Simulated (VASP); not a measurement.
## AlN: single point with PBE

AlN:

```
Al N
1.0
     3.25082    0.10282    0.16523
     0.15003    4.77839   -0.02591
     0.13378   -2.41163    4.29375
Al N
3 3
Direct
  0.33163 0.80251 0.90617
  0.58239 0.41813 0.27206
  0.93343 0.98880 0.48562
  0.44052 0.07963 0.33678
  0.98077 0.18456 0.91784
  0.14594 0.52637 0.08153
```

The cell was built from a structure type or drawn by symmetry, and may not be a known phase.

- Program: VASP 6.6.1
- Task: single point
- Functional: PBE
- Potentials or basis: VASP PAW PBE potentials, release 64 (Al, N)
- Cutoff: 520 eV
- k mesh: 6 × 6 × 6
- Occupations: gaussian, width 0.1 eV
- Spin: no spin polarisation
- Dipole correction: no
- Further INCAR settings: ALGO = Normal; EDIFF = 1e-06; NBANDS = 21

```yaml
Pressure: -0.2 GPa
Largest_force: 0.035 eV/Å
Band_gap_on_the_k_mesh: 0.68 eV (least direct gap 0.73 eV)
```

Forces on the atoms (eV/Å):
```
Al   0.001  0.008 -0.012
Al  -0.011  0.004 -0.002
Al   0.016 -0.014  0.001
N    0.004 -0.002  0.011
N   -0.021 -0.024 -0.013
N    0.011  0.028  0.016
```

Stress tensor (GPa, compression positive):
```
-0.18  0.18  0.06
 0.18 -0.14  0.11
 0.06  0.11 -0.17
```

Levels at points of the mesh, in eV from the valence-band top:
```csv
k point,band 9,band 10,band 11,band 12,band 13,band 14,band 15,band 16
"(0.00, 0.00, 0.00)",-3.06,-2.48,-1.51,-1.43,2.95,3.64,4.46,5.25
"(0.50, 0.00, 0.00)",-4.01,-3.33,-2.40,-1.21,1.00,2.36,4.05,5.61
"(0.00, 0.50, 0.00)",-3.38,-2.07,-1.84,-0.98,2.08,3.31,4.34,4.90
"(0.50, 0.50, 0.00)",-4.30,-2.23,-2.16,-0.12,0.68,3.28,4.10,5.38
"(0.00, 0.00, 0.50)",-3.17,-2.67,-2.13,-1.12,2.39,4.02,4.67,5.89
"(0.50, 0.00, 0.50)",-3.44,-2.38,-1.80,-0.49,1.36,3.63,4.25,4.99
"(0.00, 0.50, 0.50)",-3.49,-3.02,-2.05,-0.68,2.26,3.89,4.39,5.71
"(0.50, 0.50, 0.50)",-3.59,-2.36,-1.62,-0.96,2.01,3.01,3.96,5.51
```

It took 48 s on 1 thread of Intel(R) Xeon(R) 6975P-C (Granite Rapids) (shared host), peak memory 0.25 GiB.

A k mesh can miss the band edges.
